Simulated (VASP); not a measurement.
# TePb in VASP: settings compared

The runs below take TePb through single point, with PBE, r2SCAN.

Program: VASP 6.6.1. These are calculated values, not measurements. Logs are shortened: lines on timing, memory, paths and dates and some standing lists are left out, and cuts for length are marked.

## (1) The cell of the first run

The structure is orthorhombic, space group Immm (No. 71). The conventional cell has a = 4.529 Å, b = 4.714 Å, c = 6.536 Å, α = 90.00°, β = 90.00°, γ = 90.00°. Within 4.3 Å of Pb (site symmetry mmm) lie 6 Te at 3.27 Å. Within 4.3 Å of Te (site symmetry mmm) lie 6 Pb at 3.27 Å.

## (2) Single point, PBE (shear xy strain +4.0%)

Contents of INCAR:

```
PREC = Accurate
ENCUT = 520
EDIFF = 1E-6
ISMEAR = -1
SIGMA = 0.02
LREAL = F
LASPH = T
NELM = 80
ALGO = Normal
ISIF = 2
LWAVE = F
LCHARG = T
GGA = PE
LELF = T
LVHAR = T
NBANDS = 17
```

Contents of KPOINTS:

```
regular mesh
0
Gamma
  8 8 8
```

Contents of POSCAR:

```
TePb
1.0
    0.0653567368      3.2678368377      3.2678368377
    3.2678368377      0.0653567368      3.2678368377
    3.3331935744      3.3331935744     -0.0000000001
Pb Te
1 1
Direct
    0.0000000000      0.0000000000      0.0000000000
    0.5000000000      0.5000000000      0.5000000000
```

Potentials or basis: VASP PAW PBE potentials, release 64 (Pb_d, Te).

Started as:

```
$ cat potpaw_PBE.64/Pb_d/POTCAR potpaw_PBE.64/Te/POTCAR > POTCAR
$ mpirun -np 1 vasp_std > vasp.out
```

OUTCAR:

```text
PREC = Accurate
   ENCUT = 520
   EDIFF = 1E-6
   ISMEAR = -1
   LREAL = F
   LASPH = T
   NELM = 80
   ISIF = 2
   GGA = PE

 ion  position               nearest neighbor table
   1  0.000  0.000  0.000-   2 3.27   2 3.27   2 3.27   2 3.27   2 3.27   2 3.27
   2  0.500  0.500  0.500-   1 3.27   1 3.27   1 3.27   1 3.27   1 3.27   1 3.27

  LATTYP: Found a body centered orthorhombic cell.
 ALAT       =     4.5289907919
 B/A-ratio  =     1.0408163265
 C/A-ratio  =     1.4430750637

  Lattice vectors:

 A1 = (   3.2678368376,   0.0653567367,  -3.2678368378)
 A2 = (  -3.2678368377,  -0.0653567368,  -3.2678368377)
 A3 = (   0.0653567368,   3.2678368377,   3.2678368377)

Analysis of symmetry for initial positions (statically):
=====================================================================
 Subroutine PRICEL returns:
 Original cell was already a primitive cell.

 Routine SETGRP: Setting up the symmetry group for a
 body centered orthorhombic supercell.

 Subroutine GETGRP returns: Found  8 space group operations
 (whereof  8 operations were pure point group operations)
 out of a pool of  8 trial point group operations.

The static configuration has the point symmetry D_2h.

Analysis of symmetry for dynamics (positions and initial velocities):
=====================================================================
 Subroutine PRICEL returns:
 Original cell was already a primitive cell.

 Routine SETGRP: Setting up the symmetry group for a
 body centered orthorhombic supercell.

 Subroutine GETGRP returns: Found  8 space group operations
 (whereof  8 operations were pure point group operations)
 out of a pool of  8 trial point group operations.

The dynamic configuration has the point symmetry D_2h.

 Subroutine INISYM returns: Found  8 space group operations
 (whereof  8 operations are pure point group operations),
 and found     1 'primitive' translations

----------------------------------------------------------------------------------------

                                     Primitive cell

  volume of cell :      69.7650

  direct lattice vectors                    reciprocal lattice vectors
     0.065356737  3.267836838  3.267836838    -0.156128995  0.156128995  0.153006415
     3.267836838  0.065356737  3.267836838     0.156128995 -0.156128995  0.153006415
     3.333193574  3.333193574 -0.000000000     0.150006289  0.150006289 -0.153006415

  length of vectors
     4.621881294  4.621881294  4.713847559     0.268632629  0.268632629  0.261562109

  position of ions in fractional coordinates (direct lattice)
     0.000000000  0.000000000  0.000000000
     0.500000000  0.500000000  0.500000000

  ion indices of the primitive-cell ions
   primitive index   ion index
                 1           1
                 2           2

----------------------------------------------------------------------------------------

 KPOINTS: regular mesh

Automatic generation of k-mesh.
 Grid dimensions read from file:
 generate k-points for:    8    8    8

 Generating k-lattice:

  Cartesian coordinates                     Fractional coordinates (reciprocal lattice)
    -0.019516124  0.019516124  0.019125802     0.125000000 -0.000000000  0.000000000
     0.019516124 -0.019516124  0.019125802    -0.000000000  0.125000000  0.000000000
     0.018750786  0.018750786 -0.019125802     0.000000000  0.000000000  0.125000000

  Length of vectors
     0.033579079  0.033579079  0.032695264

  Shift w.r.t. Gamma in fractional coordinates (k-lattice)
     0.000000000  0.000000000  0.000000000

 Subroutine IBZKPT returns following result:
 ===========================================

 Found     95 irreducible k-points:

 Following reciprocal coordinates:
            Coordinates               Weight
  0.000000  0.000000  0.000000      1.000000
  0.125000 -0.000000 -0.000000      4.000000
  0.250000 -0.000000 -0.000000      4.000000
  0.375000 -0.000000 -0.000000      4.000000
  0.500000 -0.000000 -0.000000      2.000000
  0.125000  0.125000 -0.000000      2.000000
[... 16 lines left out ...]
  0.125000  0.000000  0.125000      4.000000
  0.250000  0.000000  0.125000      8.000000
 [... further k-points ...]
   k-points           NKPTS =     95   k-points in BZ     NKDIM =     95   number of bands    NBANDS=     17
   number of dos      NEDOS =    301   number of ions     NIONS =      2
   total plane-waves  NPLWV =  46656
   dimension x,y,z NGX =    36 NGY =   36 NGZ =   36
   dimension x,y,z NGXF=    72 NGYF=   72 NGZF=   72
   ions per type =               1   1
   NGX,Y,Z   is equivalent  to a cutoff of  12.95, 12.95, 12.70 a.u.
   NGXF,Y,Z  is equivalent  to a cutoff of  25.90, 25.90, 25.39 a.u.
 SYSTEM =  unknown system
   PREC   = accura    normal or accurate (medium, high low for compatibility)
   ISTART =      0    job   : 0-new  1-cont  2-samecut
   ICHARG =      2    charge: 1-file 2-atom 10-const
   ISPIN  =      1    spin polarized calculation?
   LNONCOLLINEAR =      F non collinear calculations
   LSORBIT =      F    spin-orbit coupling
   LASPH  =      T    aspherical Exc in radial PAW
   ENCUT  =  520.0 eV  38.22 Ry    6.18 a.u.   8.59  8.59  8.76*2*pi/ulx,y,z
   NELM   =     80;   NELMIN=  2; NELMDL= -5     # of ELM steps
   EDIFF  = 0.1E-05   stopping-criterion for ELM
   LREAL  =      F    real-space projection
   EDIFFG = 0.1E-04   stopping-criterion for IOM
   NSW    =      0    number of steps for IOM
   IBRION =     -1    ionic relax: 0-MD 1-quasi-New 2-CG
   NFREE  =      0    steps in history (QN), initial steepest desc. (CG)
   ISIF   =      2    stress and relaxation
   ISYM   =      2    0-nonsym 1-usesym 2-fastsym
   POTIM  = 0.5000    time-step for ionic-motion
   TEBEG  =    0.0;   TEEND  =   0.0 temperature during run
   PSTRESS=    0.0 pullay stress
   NELECT =      20.0000    total number of electrons
   NUPDOWN=      -1.0000    fix difference up-down
   EMIN   =  10.00;   EMAX   =-10.00  energy-range for DOS
   EFERMI =   0.00;   METHOD = LEGACY
   ISMEAR =    -1;   SIGMA  =   0.02  broadening in eV -4-tet -1-fermi 0-gaus
   EFERMI_NEDOS =   21; number of points for ismear=-14 and -15
   IALGO  =     38    algorithm
   IMIX   =      4    mixing-type and parameters
     AMIX     =   0.40;   BMIX     =  1.00
     AMIX_MAG =   1.60;   BMIX_MAG =  1.00
  volume/ion in A,a.u.               =      34.88       235.40
  Fermi-wavevector in a.u.,A,eV,Ry     =   1.079458  2.039880 15.853909  1.165229
  Thomas-Fermi vector in A             =   2.215423
   LORBIT       =      0    0 simple, 1 ext, 2 COOP (PROOUT), +10 PAW based schemes
   GGA     = PE    functional components
   LHFCALC =     F    Hartree Fock is set to
   AEXX    =    0.0000 exact exchange contribution
   IVDW    =     0    specifies the selected vdW correction
   LEPSILON=     F    determine dielectric tensor
   LRPA    =     F    only Hartree local field effects (RPA)
 non-spin polarized calculation
  energy-cutoff  :      520.00
  volume of cell :       69.76
 maximum number of plane-waves:      1897
 NGX is ok and might be reduce to    36
   NGX = 17   NGY = 17   NGZ = 17

 number of electron      20.0000000 magnetization

 Free energy of the ion-electron system (eV)
  ---------------------------------------------------
  ext. energy  EPLUGINS =         0.00000000
  ---------------------------------------------------
  free energy    TOTEN  =        -7.51589608 eV

  energy without entropy =       -7.51589607  energy(sigma->0) =       -7.51589607

 E-fermi :   5.5787     XC(G=0):  -9.1504

 val. band max:        5.2763474460   @ k =   0.0000   0.0000   0.5000
 cond. band min:       5.8815696033   @ k =   0.5000  -0.0000  -0.0000
 fundamental gap:      0.6052221573
 Fermi energy:         5.5787262748

 k-point     1 :       0.0000    0.0000    0.0000
  band No.  band energies     occupation
      1     -11.4778      2.00000
      2     -11.4747      2.00000
      3     -11.4696      2.00000
      4     -11.4662      2.00000
      5     -11.4656      2.00000
      6      -6.5455      2.00000
[... 9 lines left out ...]
     16      11.3084      0.00000
     17      12.6723      0.00000

 k-point     2 :       0.1250   -0.0000   -0.0000
  band No.  band energies     occupation
      1     -11.4772      2.00000
      2     -11.4765      2.00000
      3     -11.4689      2.00000
      4     -11.4657      2.00000
      5     -11.4643      2.00000
      6      -6.4151      2.00000
[... 9 lines left out ...]
     16      11.4584      0.00000
     17      13.6138      0.00000

 k-point     3 :       0.2500   -0.0000   -0.0000
  band No.  band energies     occupation
      1     -11.4815      2.00000
      2     -11.4792      2.00000
      3     -11.4680      2.00000
      4     -11.4620      2.00000
      5     -11.4588      2.00000
      6      -6.0413      2.00000
[... 9 lines left out ...]
     16      12.2959      0.00000
     17      15.4354      0.00000

 k-point     4 :       0.3750   -0.0000   -0.0000
  band No.  band energies     occupation
      1     -11.4868      2.00000
      2     -11.4831      2.00000
      3     -11.4677      2.00000
      4     -11.4559      2.00000
      5     -11.4530      2.00000
      6      -5.5091      2.00000
[... 9 lines left out ...]
     16      13.5779      0.00000
     17      15.8411      0.00000

 k-point     5 :       0.5000   -0.0000   -0.0000
  band No.  band energies     occupation
      1     -11.4890      2.00000
      2     -11.4848      2.00000
      3     -11.4676      2.00000
      4     -11.4532      2.00000
      5     -11.4505      2.00000
      6      -5.1700      2.00000
[... 9 lines left out ...]
     16      14.3070      0.00000
     17      14.9671      0.00000

 k-point     6 :       0.1250    0.1250   -0.0000
  band No.  band energies     occupation
      1     -11.4820      2.00000
      2     -11.4732      2.00000
      3     -11.4678      2.00000
      4     -11.4666      2.00000
      5     -11.4630      2.00000
      6      -6.3759      2.00000
[... 9 lines left out ...]
     16      12.0691      0.00000
     17      13.0153      0.00000

 k-point     7 :       0.2500    0.1250    0.0000
  band No.  band energies     occupation
      1     -11.4863      2.00000
      2     -11.4748      2.00000
      3     -11.4688      2.00000
      4     -11.4635      2.00000
      5     -11.4578      2.00000
      6      -6.0881      2.00000
[... 9 lines left out ...]
     16      12.5822      0.00000
     17      14.1283      0.00000

 k-point     8 :       0.3750    0.1250   -0.0000
  band No.  band energies     occupation
      1     -11.4897      2.00000
      2     -11.4801      2.00000
      3     -11.4673      2.00000
      4     -11.4599      2.00000
      5     -11.4520      2.00000
      6      -5.6080      2.00000
[... 9 lines left out ...]
     16      13.6463      0.00000
     17      15.4506      0.00000
[... 203 lines left out ...]
      1     -11.5198      2.00000
      2     -11.4742      2.00000
      3     -11.4681      2.00000
      4     -11.4509      2.00000
      5     -11.4441      2.00000
      6      -5.0225      2.00000
[... 9 lines left out ...]
     16      15.4372      0.00000
     17      15.8141      0.00000

 k-point    20 :      -0.3750    0.3750    0.0000
  band No.  band energies     occupation
      1     -11.5118      2.00000
      2     -11.4742      2.00000
      3     -11.4682      2.00000
      4     -11.4548      2.00000
      5     -11.4458      2.00000
      6      -4.8803      2.00000
[... 9 lines left out ...]
     16      14.2057      0.00000
     17      16.1552      0.00000

 k-point    21 :       0.5000    0.5000   -0.0000
  band No.  band energies     occupation
      1     -11.5263      2.00000
      2     -11.4769      2.00000
      3     -11.4650      2.00000
      4     -11.4483      2.00000
      5     -11.4425      2.00000
      6      -4.9832      2.00000
[... 9 lines left out ...]
     16      15.9242      0.00000
     17      16.1815      0.00000

 k-point    22 :       0.0000    0.0000    0.1250
  band No.  band energies     occupation
      1     -11.4796      2.00000
      2     -11.4760      2.00000
      3     -11.4677      2.00000
      4     -11.4658      2.00000
      5     -11.4638      2.00000
      6      -6.4206      2.00000
[... 9 lines left out ...]
     16      11.5870      0.00000
     17      13.5771      0.00000

 k-point    23 :       0.1250    0.0000    0.1250
  band No.  band energies     occupation
      1     -11.4804      2.00000
      2     -11.4748      2.00000
      3     -11.4699      2.00000
      4     -11.4641      2.00000
      5     -11.4634      2.00000
      6      -6.3756      2.00000
[... 9 lines left out ...]
     16      11.8597      0.00000
     17      13.0177      0.00000

 k-point    24 :       0.2500    0.0000    0.1250
  band No.  band energies     occupation
      1     -11.4863      2.00000
      2     -11.4741      2.00000
      3     -11.4701      2.00000
      4     -11.4608      2.00000
      5     -11.4596      2.00000
      6      -6.0827      2.00000
[... 9 lines left out ...]
     16      12.7709      0.00000
     17      14.1487      0.00000

 [... further k-points ...]

------------------------ aborting loop because EDIFF is reached ----------------------------------------

  FORCE on cell =-STRESS in cart. coord.  units (eV):
  Direction    XX          YY          ZZ          XY          YZ          ZX
  --------------------------------------------------------------------------------------
  -------------------------------------------------------------------------------------
  Total        0.2500180      0.2500180      0.2374645     -0.2468481      0.0000000      0.0000000
  in kB        5.7417532      5.7417532      5.4534567     -5.6689546      0.0000000      0.0000000
  external PRESSURE =       5.6456544 kB  Pullay stress =       0.0000000 kB

 VOLUME and BASIS-vectors are now :
 -----------------------------------------------------------------------------
  energy-cutoff  :      520.00
  volume of cell :       69.76
      direct lattice vectors                 reciprocal lattice vectors
     0.065356737  3.267836838  3.267836838    -0.156128995  0.156128995  0.153006415
     3.267836838  0.065356737  3.267836838     0.156128995 -0.156128995  0.153006415
     3.333193574  3.333193574 -0.000000000     0.150006289  0.150006289 -0.153006415

 POSITION                                       TOTAL-FORCE (eV/Angst)
 -----------------------------------------------------------------------------------
      0.00000      0.00000      0.00000        -0.000000     -0.000000      0.000000
      3.33319      3.33319      3.26784         0.000000      0.000000     -0.000000
 -----------------------------------------------------------------------------------
    total drift:                               -0.000000      0.000000      0.000000

  FREE ENERGIE OF THE ION-ELECTRON SYSTEM (eV)
  ---------------------------------------------------
  free  energy   TOTEN  =        -7.5158960757 eV

  energy  without entropy=       -7.5158960743  energy(sigma->0) =       -7.51589607
```

Run time: 98 s. Hardware: 1 thread of Intel Xeon 8259CL, shared host; peak memory 0.28 GiB.

Results:

| Property | Result |
| --- | --- |
| Free energy | -7.5159 eV |
| Pressure | 0.6 GPa |
| Band gap on the k mesh | 0.61 eV (least direct gap 0.77 eV) |

Stress tensor (GPa, compression positive):
```
 0.57 -0.57  0.00
-0.57  0.57  0.00
 0.00  0.00  0.55
```

Caveat: the cell differs from its parent crystal (shear xy strain +4.0%); the structure was generated, so it needn't be the stable form of TePb; spin-orbit coupling is left out, which moves the levels of the heavy elements.

## (3) Single point, r2SCAN (epitaxial 111 strain -1.0%)

Contents of POSCAR:

```
TePb
1.0
    0.0438811041      3.2790395734      3.2790395734
    3.2790395734      0.0438811041      3.2790395734
    3.2790395734      3.2790395734      0.0438811041
Pb Te
1 1
Direct
    0.0000000000      0.0000000000      0.0000000000
    0.5000000000      0.5000000000      0.5000000000
```

Contents of INCAR.step1:

```
SYSTEM = TePb
PREC     = Accurate       ! precision mode
ENCUT    = 520            ! plane-wave cutoff, eV
ISMEAR   = 0              ! smearing method
SIGMA    = 0.01           ! smearing width, eV
LREAL    = .False.        ! projectors in reciprocal space
LASPH    = .True.         ! aspherical terms in the spheres
NELM     = 100            ! most SCF steps
NBANDS   = 17             ! bands
GGA      = PE             ! functional
ALGO     = Normal         ! electronic algorithm
EDIFF    = 1E-4           ! SCF threshold, eV
LWAVE    = .True.         ! write WAVECAR
LCHARG   = .False.        ! write CHGCAR
```

Contents of INCAR.step2:

```
SYSTEM = TePb
PREC     = Accurate       ! precision mode
ENCUT    = 520            ! plane-wave cutoff, eV
EDIFF    = 1E-6           ! SCF threshold, eV
ISMEAR   = 0              ! smearing method
SIGMA    = 0.01           ! smearing width, eV
LREAL    = .False.        ! projectors in reciprocal space
LASPH    = .True.         ! aspherical terms in the spheres
NELM     = 100            ! most SCF steps
ALGO     = Normal         ! electronic algorithm
ISIF     = 2              ! what is computed and relaxed
LWAVE    = .False.        ! write WAVECAR
LCHARG   = .False.        ! write CHGCAR
METAGGA  = R2SCAN         ! meta-GGA
LMIXTAU  = .True.       
NBANDS   = 17             ! bands
ISTART   = 1
```

Contents of KPOINTS:

```
regular mesh
0
Gamma
  8 8 8
  0 0 0
```

Potentials or basis: VASP PAW PBE potentials, release 64 (Pb_d, Te).

Started as:

```
$ cat potpaw_PBE.64/Pb_d/POTCAR potpaw_PBE.64/Te/POTCAR > POTCAR
$ cp INCAR.step1 INCAR
$ mpirun -np 1 vasp_std > vasp.out
$ cp INCAR.step2 INCAR
$ mpirun -np 1 vasp_std > vasp.out
```

It took 3.6 min on 1 thread of Intel Xeon 8259CL, shared host; peak memory 0.27 GiB.

It converged, with:

| Property | Result |
| --- | --- |
| Free energy | -82.7033 eV |
| Pressure | 0.4 GPa |
| Band gap on the k mesh | 0.93 eV (least direct gap 1.05 eV) |

Stress tensor (GPa, compression positive):
```
 0.40 -0.21 -0.21
-0.21  0.40 -0.21
-0.21 -0.21  0.40
```

Levels at points of the mesh, in eV from the valence-band top:
```
           k point  band 8  band 9  band 10  band 11  band 12  band 13
(0.00, 0.00, 0.00)   -1.60   -1.43    -1.43     4.22     4.22     4.28
(0.50, 0.00, 0.00)   -1.08   -1.01    -0.12     0.93     1.34     1.40
(0.50, 0.50, 0.00)   -4.58   -2.98    -2.85     3.60     5.62     5.67
(0.50, 0.50, 0.50)   -0.96   -0.96     0.00     1.09     1.48     1.48
```

Caveat: the cell differs from its parent crystal (epitaxial 111 strain -1.0%); the structure was generated, so it needn't be the stable form of TePb; the PAW data sets were made with another functional, which shifts forces and pressure a little; spin-orbit coupling is left out, which moves the levels of the heavy elements. A k mesh can miss the band edges.

(Continued in part 2 of 2.)
